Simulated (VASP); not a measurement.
# ZnO (NiAs type) (P6_3/mmc) in VASP: further runs

Runs on ZnO (NiAs type). Level: PBE. Tasks: single point, relaxation of cell and atoms.

Program: VASP 6.6.1. These are calculated values, not measurements. Logs are shortened: lines on timing, memory, paths and dates and some standing lists are left out, and cuts for length are marked.

### Step 1. The cell of the first run

Symmetry: P6_3/mmc, No. 194, hexagonal system. Conventional cell: a = 3.025 Å, b = 3.025 Å, c = 5.192 Å, α = 90.00°, β = 90.00°, γ = 120.00°. Within 2.9 Å of Zn (site symmetry -3m) lie 6 O at 2.18 Å and 2 Zn at 2.60 Å. O (site symmetry -6m2) has 6 Zn at 2.18 Å within 2.9 Å.

### Step 2. Single point, PBE

INCAR reads:

```
PREC     = Accurate       # precision mode
ENCUT    = 520            # plane-wave cutoff, eV
EDIFF    = 1E-6           # SCF threshold, eV
ISMEAR   = -1             # smearing method
SIGMA    = 0.08           # smearing width, eV
LREAL    = False          # projectors in reciprocal space
LASPH    = True           # aspherical terms in the spheres
NELM     = 100            # most SCF steps
ALGO     = Normal         # electronic algorithm
ISIF     = 2              # what is computed and relaxed
LWAVE    = False          # write WAVECAR
LCHARG   = True           # write CHGCAR
GGA      = PE             # functional
LELF     = True           # ELF
LVHAR    = True         
NBANDS   = 26             # bands
```

KPOINTS reads:

```
Automatic mesh
0
Gamma
  11 11 6
```

POSCAR reads:

```
ZnO
1.0
    3.0252308432      0.0000000000      0.0000000000
   -1.5126154216      2.6199267625      0.0000000000
    0.0000000000      0.0000000000      5.1918904693
Zn O
2 2
Direct
    0.0000000000      0.0000000000      0.0000000000
    0.0000000000      0.0000000000      0.5000000000
    0.3333333333      0.6666666667      0.2500000000
    0.6666666667      0.3333333333      0.7500000000
```

Potentials or basis: VASP PAW PBE potentials, release 64 (Zn, O).

The run is started by

```
cat potpaw_PBE.64/Zn/POTCAR potpaw_PBE.64/O/POTCAR > POTCAR
mpirun -np 1 vasp_std > vasp.out
```

OUTCAR:

```text
PREC = Accurate
   ENCUT = 520
   EDIFF = 1E-6
   ISMEAR = -1
   LREAL = False
   LASPH = True
   NELM = 100
   ISIF = 2
   GGA = PE

 ion  position               nearest neighbor table
   1  0.000  0.000  0.000-   3 2.18   4 2.18   3 2.18   4 2.18   4 2.18   3 2.18   2 2.60   2 2.60

   2  0.000  0.000  0.500-   3 2.18   4 2.18   3 2.18   4 2.18   4 2.18   3 2.18   1 2.60   1 2.60

   3  0.333  0.667  0.250-   1 2.18   2 2.18   1 2.18   2 2.18   1 2.18   2 2.18
   4  0.667  0.333  0.750-   1 2.18   2 2.18   1 2.18   2 2.18   1 2.18   2 2.18

  LATTYP: Found a hexagonal cell.
 ALAT       =     3.0252308432
 C/A-ratio  =     1.7161964618

  Lattice vectors:

 A1 = (   3.0252308432,   0.0000000000,   0.0000000000)
 A2 = (  -1.5126154216,   2.6199267625,   0.0000000000)
 A3 = (   0.0000000000,   0.0000000000,   5.1918904693)

Analysis of symmetry for initial positions (statically):
=====================================================================
 Subroutine PRICEL returns:
 Original cell was already a primitive cell.

 Routine SETGRP: Setting up the symmetry group for a
 hexagonal supercell.

 Subroutine GETGRP returns: Found 24 space group operations
 (whereof 12 operations were pure point group operations)
 out of a pool of 24 trial point group operations.

The static configuration has the point symmetry D_3d.
 The point group associated with its full space group is D_6h.

Analysis of symmetry for dynamics (positions and initial velocities):
=====================================================================
 Subroutine PRICEL returns:
 Original cell was already a primitive cell.

 Routine SETGRP: Setting up the symmetry group for a
 hexagonal supercell.

 Subroutine GETGRP returns: Found 24 space group operations
 (whereof 12 operations were pure point group operations)
 out of a pool of 24 trial point group operations.

The dynamic configuration has the point symmetry D_3d.
 The point group associated with its full space group is D_6h.

 Subroutine INISYM returns: Found 24 space group operations
 (whereof 12 operations are pure point group operations),
 and found     1 'primitive' translations

----------------------------------------------------------------------------------------

                                     Primitive cell

  volume of cell :      41.1503

  direct lattice vectors                    reciprocal lattice vectors
     3.025230843  0.000000000  0.000000000     0.330553287  0.190845029  0.000000000
    -1.512615422  2.619926763  0.000000000     0.000000000  0.381690059  0.000000000
     0.000000000  0.000000000  5.191890469     0.000000000  0.000000000  0.192608069

  length of vectors
     3.025230843  3.025230843  5.191890469     0.381690059  0.381690059  0.192608069

  position of ions in fractional coordinates (direct lattice)
     0.000000000  0.000000000  0.000000000
     0.000000000  0.000000000  0.500000000
     0.333333333  0.666666667  0.250000000
     0.666666667  0.333333333  0.750000000

  ion indices of the primitive-cell ions
   primitive index   ion index
                 1           1
                 2           2
                 3           3
                 4           4

----------------------------------------------------------------------------------------

 KPOINTS: Automatic mesh

Automatic generation of k-mesh.
 Grid dimensions read from file:
 generate k-points for:   11   11    6

 Generating k-lattice:

  Cartesian coordinates                     Fractional coordinates (reciprocal lattice)
     0.030050299  0.017349548  0.000000000     0.090909091  0.000000000  0.000000000
     0.000000000  0.034699096  0.000000000     0.000000000  0.090909091  0.000000000
     0.000000000  0.000000000  0.032101345     0.000000000  0.000000000  0.166666667

  Length of vectors
     0.034699096  0.034699096  0.032101345

  Shift w.r.t. Gamma in fractional coordinates (k-lattice)
     0.000000000  0.000000000  0.000000000

 Subroutine IBZKPT returns following result:
 ===========================================

 Found     64 irreducible k-points:

 Following reciprocal coordinates:
            Coordinates               Weight
  0.000000  0.000000  0.000000      1.000000
  0.090909  0.000000  0.000000      6.000000
  0.181818  0.000000  0.000000      6.000000
  0.272727  0.000000  0.000000      6.000000
  0.363636  0.000000  0.000000      6.000000
  0.454545  0.000000  0.000000      6.000000
[... 16 lines left out ...]
  0.090909  0.090909  0.166667     12.000000
  0.181818  0.090909  0.166667     24.000000
 [... further k-points ...]
   k-points           NKPTS =     64   k-points in BZ     NKDIM =     64   number of bands    NBANDS=     26
   number of dos      NEDOS =    301   number of ions     NIONS =      4
   total plane-waves  NPLWV =  23040
   dimension x,y,z NGX =    24 NGY =   24 NGZ =   40
   dimension x,y,z NGXF=    48 NGYF=   48 NGZF=   80
   ions per type =               2   2
   NGX,Y,Z   is equivalent  to a cutoff of  13.19, 13.19, 12.81 a.u.
   NGXF,Y,Z  is equivalent  to a cutoff of  26.38, 26.38, 25.62 a.u.
 SYSTEM =  unknown system
   PREC   = accura    normal or accurate (medium, high low for compatibility)
   ISTART =      0    job   : 0-new  1-cont  2-samecut
   ICHARG =      2    charge: 1-file 2-atom 10-const
   ISPIN  =      1    spin polarized calculation?
   LNONCOLLINEAR =      F non collinear calculations
   LSORBIT =      F    spin-orbit coupling
   LASPH  =      T    aspherical Exc in radial PAW
   ENCUT  =  520.0 eV  38.22 Ry    6.18 a.u.   5.62  5.62  9.65*2*pi/ulx,y,z
   NELM   =    100;   NELMIN=  2; NELMDL= -5     # of ELM steps
   EDIFF  = 0.1E-05   stopping-criterion for ELM
   LREAL  =      F    real-space projection
   EDIFFG = 0.1E-04   stopping-criterion for IOM
   NSW    =      0    number of steps for IOM
   IBRION =     -1    ionic relax: 0-MD 1-quasi-New 2-CG
   NFREE  =      0    steps in history (QN), initial steepest desc. (CG)
   ISIF   =      2    stress and relaxation
   ISYM   =      2    0-nonsym 1-usesym 2-fastsym
   POTIM  = 0.5000    time-step for ionic-motion
   TEBEG  =    0.0;   TEEND  =   0.0 temperature during run
   PSTRESS=    0.0 pullay stress
   NELECT =      36.0000    total number of electrons
   NUPDOWN=      -1.0000    fix difference up-down
   EMIN   =  10.00;   EMAX   =-10.00  energy-range for DOS
   EFERMI =   0.00;   METHOD = LEGACY
   ISMEAR =    -1;   SIGMA  =   0.08  broadening in eV -4-tet -1-fermi 0-gaus
   EFERMI_NEDOS =   21; number of points for ismear=-14 and -15
   IALGO  =     38    algorithm
   IMIX   =      4    mixing-type and parameters
     AMIX     =   0.40;   BMIX     =  1.00
     AMIX_MAG =   1.60;   BMIX_MAG =  1.00
  volume/ion in A,a.u.               =      10.29        69.42
  Fermi-wavevector in a.u.,A,eV,Ry     =   1.565734  2.958808 33.354987  2.451522
  Thomas-Fermi vector in A             =   2.668166
   LORBIT       =      0    0 simple, 1 ext, 2 COOP (PROOUT), +10 PAW based schemes
   GGA     = PE    functional components
   LHFCALC =     F    Hartree Fock is set to
   AEXX    =    0.0000 exact exchange contribution
   IVDW    =     0    specifies the selected vdW correction
   LEPSILON=     F    determine dielectric tensor
   LRPA    =     F    only Hartree local field effects (RPA)
 non-spin polarized calculation
  energy-cutoff  :      520.00
  volume of cell :       41.15
 maximum number of plane-waves:      1135
 NGX is ok and might be reduce to    24
   NGX = 11   NGY = 11   NGZ = 19

 number of electron      35.9999997 magnetization

 Free energy of the ion-electron system (eV)
  ---------------------------------------------------
  ext. energy  EPLUGINS =         0.00000000
  ---------------------------------------------------
  free energy    TOTEN  =       -16.95435460 eV

  energy without entropy =      -16.95391375  energy(sigma->0) =      -16.95413417

 E-fermi :   2.6427     XC(G=0): -11.9919

 val. band max:        2.2360754328   @ k =   0.0000   0.0000   0.0000
 cond. band min:       2.7540553981   @ k =   0.0000   0.0000   0.0000
 fundamental gap:      0.5179799652
 Fermi energy:         2.6427103858

 k-point     1 :       0.0000    0.0000    0.0000
  band No.  band energies     occupation
      1     -15.9418      2.00000
      2     -14.8193      2.00000
      3      -4.8506      2.00000
      4      -3.4414      2.00000
      5      -3.4414      2.00000
      6      -3.3091      2.00000
[... 18 lines left out ...]
     25      19.8818      0.00000
     26      19.9063      0.00000

 k-point     2 :       0.0909    0.0000    0.0000
  band No.  band energies     occupation
      1     -15.8639      2.00000
      2     -14.7924      2.00000
      3      -4.7151      2.00000
      4      -3.4231      2.00000
      5      -3.4221      2.00000
      6      -3.3114      2.00000
[... 18 lines left out ...]
     25      18.5516      0.00000
     26      18.9767      0.00000

 k-point     3 :       0.1818    0.0000    0.0000
  band No.  band energies     occupation
      1     -15.6451      2.00000
      2     -14.7215      2.00000
      3      -4.3356      2.00000
      4      -3.3945      2.00000
      5      -3.3793      2.00000
      6      -3.3468      2.00000
[... 18 lines left out ...]
     25      16.6314      0.00000
     26      17.4879      0.00000

 k-point     4 :       0.2727    0.0000    0.0000
  band No.  band energies     occupation
      1     -15.3308      2.00000
      2     -14.6333      2.00000
      3      -3.8507      2.00000
      4      -3.7209      2.00000
      5      -3.4100      2.00000
      6      -3.2660      2.00000
[... 18 lines left out ...]
     25      16.2437      0.00000
     26      16.8899      0.00000

 k-point     5 :       0.3636    0.0000    0.0000
  band No.  band energies     occupation
      1     -14.9958      2.00000
      2     -14.5693      2.00000
      3      -4.3238      2.00000
      4      -3.6652      2.00000
      5      -3.4668      2.00000
      6      -3.2079      2.00000
[... 18 lines left out ...]
     25      15.3604      0.00000
     26      17.1918      0.00000

 k-point     6 :       0.4545    0.0000    0.0000
  band No.  band energies     occupation
      1     -14.7328      2.00000
      2     -14.5799      2.00000
      3      -4.7327      2.00000
      4      -3.7027      2.00000
      5      -3.5121      2.00000
      6      -3.1917      2.00000
[... 427 lines left out ...]
 k-point    21 :       0.3636    0.0000    0.1667
  band No.  band energies     occupation
      1     -14.9678      2.00000
      2     -14.5983      2.00000
      3      -4.2799      2.00000
      4      -3.7146      2.00000
      5      -3.4122      2.00000
      6      -3.2435      2.00000
[... 18 lines left out ...]
     25      15.5039      0.00000
     26      17.0915      0.00000

 k-point    22 :       0.4545    0.0000    0.1667
  band No.  band energies     occupation
      1     -14.7216      2.00000
      2     -14.5891      2.00000
      3      -4.6552      2.00000
      4      -3.7147      2.00000
      5      -3.4554      2.00000
      6      -3.1778      2.00000
[... 18 lines left out ...]
     25      15.0856      0.00000
     26      17.1955      0.00000

 k-point    23 :       0.0909    0.0909    0.1667
  band No.  band energies     occupation
      1     -15.6580      2.00000
      2     -14.8179      2.00000
      3      -4.3378      2.00000
      4      -3.3695      2.00000
      5      -3.3080      2.00000
      6      -3.2734      2.00000
[... 18 lines left out ...]
     25      16.4343      0.00000
     26      18.2956      0.00000

 k-point    24 :       0.1818    0.0909    0.1667
  band No.  band energies     occupation
      1     -15.4005      2.00000
      2     -14.7209      2.00000
      3      -3.9999      2.00000
      4      -3.5379      2.00000
      5      -3.2962      2.00000
      6      -3.2263      2.00000
[... 18 lines left out ...]
     25      15.8617      0.00000
     26      17.5837      0.00000

 [... further k-points ...]

------------------------ aborting loop because EDIFF is reached ----------------------------------------

  FORCE on cell =-STRESS in cart. coord.  units (eV):
  Direction    XX          YY          ZZ          XY          YZ          ZX
  --------------------------------------------------------------------------------------
  -------------------------------------------------------------------------------------
  Total        0.2224509      0.2224509      0.2559799      0.0000000      0.0000000      0.0000000
  in kB        8.6610691      8.6610691      9.9665136      0.0000000      0.0000000      0.0000000
  external PRESSURE =       9.0962173 kB  Pullay stress =       0.0000000 kB

 VOLUME and BASIS-vectors are now :
 -----------------------------------------------------------------------------
  energy-cutoff  :      520.00
  volume of cell :       41.15
      direct lattice vectors                 reciprocal lattice vectors
     3.025230843  0.000000000  0.000000000     0.330553287  0.190845029  0.000000000
    -1.512615422  2.619926763  0.000000000     0.000000000  0.381690059  0.000000000
     0.000000000  0.000000000  5.191890469     0.000000000  0.000000000  0.192608069

 POSITION                                       TOTAL-FORCE (eV/Angst)
 -----------------------------------------------------------------------------------
      0.00000      0.00000      0.00000         0.000000      0.000000      0.000000
      0.00000      0.00000      2.59595         0.000000      0.000000      0.000000
     -0.00000      1.74662      1.29797        -0.000000      0.000000     -0.000000
      1.51262      0.87331      3.89392        -0.000000     -0.000000      0.000000
 -----------------------------------------------------------------------------------
    total drift:                               -0.000000      0.000000      0.000000

  FREE ENERGIE OF THE ION-ELECTRON SYSTEM (eV)
  ---------------------------------------------------
  free  energy   TOTEN  =       -16.9543545961 eV

  energy  without entropy=      -16.9539137462  energy(sigma->0) =      -16.95413417
```

Run time: 60 s. Hardware: 1 thread of Intel Xeon Platinum 8488C (Sapphire Rapids), shared host; peak memory 0.19 GiB.

Results:

| Property | Result |
| --- | --- |
| Free energy | -16.9544 eV |
| Pressure | 0.9 GPa |
| Band gap on the k mesh | 0.52 eV |

### Step 3. Single point, PBE

INCAR reads:

```
SYSTEM = ZnO
PREC     = Accurate       ! precision mode
ENCUT    = 520            ! plane-wave cutoff, eV
EDIFF    = 1E-6           ! SCF threshold, eV
ISMEAR   = -1             ! smearing method
SIGMA    = 0.08           ! smearing width, eV
LREAL    = .False.        ! projectors in reciprocal space
LASPH    = .True.         ! aspherical terms in the spheres
NELM     = 80             ! most SCF steps
ALGO     = Normal         ! electronic algorithm
ISIF     = 2              ! what is computed and relaxed
LWAVE    = .False.        ! write WAVECAR
LCHARG   = .True.         ! write CHGCAR
GGA      = PE             ! functional
LELF     = .True.         ! ELF
LVHAR    = .True.       
NBANDS   = 26             ! bands
```

KPOINTS reads:

```
Automatic mesh
0
Gamma
  11 11 6
  0 0 0
```

POSCAR is that of step 2.

Potentials or basis: VASP PAW PBE potentials, release 64 (Zn, O).

The run is started by

```
cat potpaw_PBE.64/Zn/POTCAR potpaw_PBE.64/O/POTCAR > POTCAR
mpirun -np 1 vasp_std > vasp.out
```

Run time: 62 s. Hardware: 1 thread of Intel Xeon Platinum 8488C (Sapphire Rapids), shared host; peak memory 0.19 GiB.

The run converged. Its results:

| Item | Value |
| --- | --- |
| Free energy | -16.9544 eV |
| Pressure | 0.9 GPa |
| Band gap on the k mesh | 0.52 eV |

Stress tensor (GPa, compression positive):
```
0.87 0.00 0.00
0.00 0.87 0.00
0.00 0.00 1.00
```

Levels at points of the mesh, in eV from the valence-band top:
| k point | band 14 | band 15 | band 16 | band 17 | band 18 | band 19 | band 20 | band 21 | band 22 | band 23 |
| --- | --- | --- | --- | --- | --- | --- | --- | --- | --- | --- |
| (0.00, 0.00, 0.00) | -1.46 | -1.10 | -1.10 | 0.00 | 0.00 | 0.52 | 5.49 | 8.33 | 13.72 | 13.72 |
| (0.00, 0.00, 0.50) | -3.65 | -0.48 | -0.48 | -0.48 | -0.48 | 3.60 | 3.60 | 10.84 | 10.84 | 14.73 |

### Step 4. Relaxation of cell and atoms, PBE, target pressure 0.0089 GPa, at which the enthalpy is minimised

This run uses another cell than the first one, of 10.45 Å³/atom.

INCAR reads:

```
SYSTEM = ZnO
ALGO = Normal ; EDIFF = 1E-6
EDIFFG = -0.005 ; ENCUT = 600
GGA = PE ; IBRION = 2
ISIF = 3 ; ISMEAR = -1
LASPH = .TRUE. ; LCHARG = .FALSE.
LREAL = .FALSE. ; LWAVE = .FALSE.
NELM = 80 ; NSW = 60
PREC = Accurate ; PSTRESS = 0.089
SIGMA = 0.08
```

KPOINTS reads:

```
k-points
0
G
  11 11 6
  0 0 0
```

POSCAR reads:

```
ZnO
1.0
    3.1456319726      0.0000000000      0.0000000000
   -1.5728159863      2.7241971992      0.0000000000
    0.0000000000      0.0000000000      4.8757295576
Zn O
2 2
Direct
    0.0000000000      0.0000000000      0.0000000000
    0.0000000000      0.0000000000      0.5000000000
    0.3333333333      0.6666666667      0.2500000000
    0.6666666667      0.3333333333      0.7500000000
```

The run is started by

```
cat potpaw_PBE.64/Zn/POTCAR potpaw_PBE.64/O/POTCAR > POTCAR
mpirun -np 1 vasp_std > vasp.out
```

Run time: 6 min. Hardware: 1 thread of Intel Xeon Platinum 8488C (Sapphire Rapids), shared host; peak memory 0.22 GiB.

The run converged. Its results:

```yaml
Free_energy: -16.9607 eV
Relaxed_volume: 10.34 Å³/atom
Relaxed_cell: a = 3.030 Å, b = 3.030 Å, c = 5.201 Å, α = 90.00°, β = 90.00°, γ = 120.00°
Space_group_after_relaxing_to_0.1_Å: P6_3/mmc (No. 194)
Energy_change_on_relaxing_the_run_minimises_the_enthalpy: -52.5 meV/atom
Ionic_steps: 9
Pressure_after_relaxing: -0.1 GPa
Band_gap_on_the_k_mesh: 0.50 eV
```

The path:
| step | energy change (eV) | largest force (eV/Å) | pressure (GPa) | volume (Å³) |
| --- | --- | --- | --- | --- |
| 1 | 0.0000 | 0.0000 | 0.02 | 41.78 |
| 2 | -0.1932 | 0.0000 | -1.05 | 41.71 |
| 3 | -0.2089 | 0.0000 | -1.33 | 41.64 |
| 4 | -0.2090 | 0.0000 | -1.34 | 41.64 |
| 5 | -0.2094 | 0.0000 | 0.95 | 41.08 |
| 6 | -0.2102 | 0.0000 | 0.16 | 41.33 |
| 7 | -0.2101 | 0.0000 | -0.08 | 41.37 |
| 8 | -0.2101 | 0.0000 | -0.07 | 41.35 |
| 9 | -0.2102 | 0.0000 | -0.05 | 41.34 |

Final structure:
```
Zn O
1.0
     3.02970    0.00000    0.00000
    -1.51485    2.62380    0.00000
     0.00000    0.00000    5.20096
Zn O
2 2
Direct
  0.00000 0.00000 0.00000
  0.00000 0.00000 0.50000
  0.33333 0.66667 0.25000
  0.66667 0.33333 0.75000
```

Levels at points of the mesh, in eV from the valence-band top:
```tsv
k point	band 16	band 17	band 18	band 19	band 20	band 21
(0.00, 0.00, 0.00)	-1.09	0.00	0.00	0.50	5.48	8.29
(0.00, 0.00, 0.50)	-0.47	-0.47	-0.47	3.58	3.58	10.81
```

Caveat: the cell is relaxed towards a set pressure, so the run minimises the enthalpy, not the energy.
